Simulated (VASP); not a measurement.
A run of VASP 6.6.1:

File INCAR:

```
ALGO = Normal
EDIFF = 1E-6
ENCUT = 520
GGA = PS
ISIF = 2
ISMEAR = -1
LASPH = True
LCHARG = False
LREAL = False
LWAVE = False
NBANDS = 15
NELM = 80
PREC = Accurate
SIGMA = 0.05
```

Contents of KPOINTS:

```
k-points
0
Gamma
  10 10 7
```

The input POSCAR:

```
TiSi
1.0
    1.8161780000     -2.1176240000      0.0000000000
    1.8161780000      2.1176240000      0.0000000000
    0.0000000000      0.0000000000      3.8039340000
Ti Si
1 1
Direct
    0.5000000000      0.5000000000      0.0000000000
    0.0000000000      0.0000000000      0.5000000000
```

Potentials or basis: VASP PAW PBE potentials, release 64 (Ti_sv, Si).

The run is started by

```bash
$ cat potpaw_PBE.64/Ti_sv/POTCAR potpaw_PBE.64/Si/POTCAR > POTCAR
$ mpirun -np 1 vasp_std > vasp.out
```

Hardware: 1 thread of Intel(R) Xeon(R) Platinum 8559C (Emerald Rapids), on a shared host.

Question: How long does it take, and how much memory?

Answer: Run time: 19 s on 1 thread of Intel(R) Xeon(R) Platinum 8559C (Emerald Rapids), on a shared host, peak memory 0.18 GiB. Counts: scf iterations 14, k points 124.
